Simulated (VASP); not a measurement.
# PtS2 (P4_2/mnm) in VASP: a series of runs, part 2 of 2

VASP 6.6.1. Earlier steps stand in the parts before.

### Step 3. Relaxation of cell and atoms, PBE

This run uses another cell than the first one, of 18.93 Å³/atom.

File INCAR:

```
SYSTEM = PtS2
ALGO = Normal
EDIFF = 1E-6
EDIFFG = -0.01
ENCUT = 600
GGA = PE
IBRION = 2
ISIF = 3
ISMEAR = 0
LASPH = .True.
LCHARG = .False.
LREAL = .False.
LWAVE = .False.
NELM = 60
NSW = 100
PREC = Accurate
SIGMA = 0.1
```

File KPOINTS:

```
k-points
0
Gamma
  8 8 10
  0 0 0
```

File POSCAR:

```
PtS2
1.0
    5.4477227416      0.0000000000      0.0000000000
    0.0000000000      5.4477227416      0.0000000000
    0.0000000000      0.0000000000      3.8267566238
Pt S
2 4
Direct
    0.0000000000      0.0000000000      0.0000000000
    0.5000000000      0.5000000000      0.5000000000
    0.6891112177      0.3108887823      0.0000000000
    0.3108887823      0.6891112177      0.0000000000
    0.1891112177      0.1891112177      0.5000000000
    0.8108887823      0.8108887823      0.5000000000
```

Potentials or basis: VASP PAW PBE potentials, release 64 (Pt, S).

The run is started by

```
> cat potpaw_PBE.64/Pt/POTCAR potpaw_PBE.64/S/POTCAR > POTCAR
> mpirun -np 1 vasp_std > vasp.out
```

OUTCAR:

```text
SYSTEM = PtS2
   EDIFF = 1E-6
   EDIFFG = -0.01
   ENCUT = 600
   GGA = PE
   IBRION = 2
   ISIF = 3
   ISMEAR = 0
   LASPH = .True.
   LREAL = .False.
   NELM = 60
   NSW = 100
   PREC = Accurate

 ion  position               nearest neighbor table
   1  0.000  0.000  0.000-   3 2.40   4 2.40   5 2.40   6 2.40   5 2.40   6 2.40
   2  0.500  0.500  0.500-   5 2.40   6 2.40   3 2.40   4 2.40   3 2.40   4 2.40
   3  0.689  0.311  0.000-   1 2.40   2 2.40   2 2.40
   4  0.311  0.689  0.000-   1 2.40   2 2.40   2 2.40
   5  0.189  0.189  0.500-   2 2.40   1 2.40   1 2.40
   6  0.811  0.811  0.500-   2 2.40   1 2.40   1 2.40

  LATTYP: Found a simple tetragonal cell.
 ALAT       =     5.4477227416
 C/A-ratio  =     0.7024506946

  Lattice vectors:
[... 390 lines left out ...]

 number of electron      44.0000003 magnetization

 Free energy of the ion-electron system (eV)
  ---------------------------------------------------
  ext. energy  EPLUGINS =         0.00000000
  ---------------------------------------------------
  free energy    TOTEN  =       -28.84323197 eV

  energy without entropy =      -28.80862254  energy(sigma->0) =      -28.82592725

 E-fermi :   6.0414     XC(G=0): -10.5400

 val. band max:        6.0408958338   @ k =   0.1250   0.0000   0.5000
 cond. band min:       6.0453536670   @ k =   0.3750   0.3750   0.2000
 fundamental gap:      0.0044578332
 Fermi energy:         6.0413742485

 k-point     1 :       0.0000    0.0000    0.0000
  band No.  band energies     occupation
      1      -8.7514      2.00000
      2      -7.0481      2.00000
      3      -6.2322      2.00000
      4      -6.2322      2.00000
      5      -1.8236      2.00000
      6      -1.0830      2.00000
[... 685 lines left out ...]
     25       8.3237      0.00000
     26       8.3237      0.00000

 [... further k-points ...]
[... 5 lines left out ...]
  --------------------------------------------------------------------------------------
  -------------------------------------------------------------------------------------
  Total        0.0088825      0.0088825     -0.0554556      0.0000000      0.0000000      0.0000000
  in kB        0.1256477      0.1256477     -0.7844482      0.0000000      0.0000000      0.0000000
  external PRESSURE =      -0.1777176 kB  Pullay stress =       0.0000000 kB
[... 21 lines left out ...]
  FREE ENERGIE OF THE ION-ELECTRON SYSTEM (eV)
  ---------------------------------------------------
  free  energy   TOTEN  =       -28.8432319702 eV

  energy  without entropy=      -28.8086225360  energy(sigma->0) =      -28.82592725

 reached required accuracy - stopping structural energy minimisation
```

OSZICAR:

```text
N       E                     dE             d eps       ncg     rms          rms(c)
DAV:   1     0.290046913213E+03    0.29005E+03   -0.22619E+04  4680   0.171E+03
DAV:   2    -0.127500968671E+02   -0.30280E+03   -0.29776E+03  5802   0.304E+02
DAV:   3    -0.317850166870E+02   -0.19035E+02   -0.18422E+02  5556   0.748E+01
DAV:   4    -0.323290542527E+02   -0.54404E+00   -0.54035E+00  5562   0.134E+01
[... 43 lines left out ...]
DAV:   1    -0.288434665911E+02   -0.31174E-03   -0.10442E-02  4680   0.627E-01    0.105E-01
DAV:   2    -0.288432884692E+02    0.17812E-03   -0.80485E-04  5306   0.216E-01    0.582E-02
DAV:   3    -0.288432460042E+02    0.42465E-04   -0.12265E-04  5294   0.879E-02    0.227E-02
DAV:   4    -0.288432327887E+02    0.13216E-04   -0.50779E-05  5222   0.394E-02    0.119E-02
DAV:   5    -0.288432319702E+02    0.81848E-06   -0.29137E-06  3972   0.102E-02
   6 F= -.28843232E+02 E0= -.28825927E+02  d E =-.765196E-04
```

CONTCAR:

```text
PtS2
   1.00000000000000
     5.4447210838373064    0.0000000000000000    0.0000000000000000
    -0.0000000000000000    5.4447210838373064    0.0000000000000000
     0.0000000000000000    0.0000000000000000    3.8206801293404098
  Pt              S
     2     4
Direct
     1.0000000000000000    1.0000000000000000    0.0000000000000000
     0.5000000000000000    0.5000000000000000    0.5000000000000000
     0.6900439801824230    0.3099560198175770    0.0000000000000000
     0.3099560198175770    0.6900439801824230    1.0000000000000000
     0.1900439801824229    0.1900439801824229    0.5000000000000000
     0.8099560198175770    0.8099560198175770    0.5000000000000000

  0.00000000E+00  0.00000000E+00  0.00000000E+00
  0.00000000E+00  0.00000000E+00  0.00000000E+00
  0.00000000E+00  0.00000000E+00  0.00000000E+00
  0.00000000E+00  0.00000000E+00  0.00000000E+00
  0.00000000E+00  0.00000000E+00  0.00000000E+00
  0.00000000E+00  0.00000000E+00  0.00000000E+00
```

Wall time 13 min (1 thread of Intel Xeon 8259CL, shared host); peak memory 0.46 GiB.

Results:

| Property | Result |
| --- | --- |
| Free energy | -28.8432 eV |
| Relaxed volume | 18.88 Å³/atom |
| Relaxed cell | a = 5.445 Å, b = 5.445 Å, c = 3.821 Å, α = 90.00°, β = 90.00°, γ = 90.00° |
| Space group after relaxing (to 0.1 Å) | P4_2/mnm (No. 136) |
| Energy gained by relaxing | 0.3 meV/atom |
| Ionic steps | 6 |
| Pressure after relaxing | 0.0 GPa |
| Band gap on the k mesh | zero (bands 22 and 23 overlap by 0.46 eV) |

Step by step:
```csv
step,energy change (eV),largest force (eV/Å),pressure (GPa),volume (Å³)
1,0.0000,0.0869,-0.28,113.57
2,-0.0012,0.0410,0.24,113.03
3,-0.0012,0.0434,0.22,113.06
4,-0.0015,0.0126,-0.05,113.26
5,-0.0015,0.0001,0.02,113.22
6,-0.0016,0.0017,-0.02,113.26
```

Final structure:
```
Pt S
1.0
     5.44472    0.00000    0.00000
     0.00000    5.44472    0.00000
     0.00000    0.00000    3.82068
Pt S
2 4
Direct
  0.00000 0.00000 0.00000
  0.50000 0.50000 0.50000
  0.69004 0.30996 0.00000
  0.30996 0.69004 0.00000
  0.19004 0.19004 0.50000
  0.80996 0.80996 0.50000
```

Caveat: spin-orbit coupling is left out, which moves the levels of the heavy elements.

The gap in the log of VASP goes by the Fermi energy; the results here count the filled bands.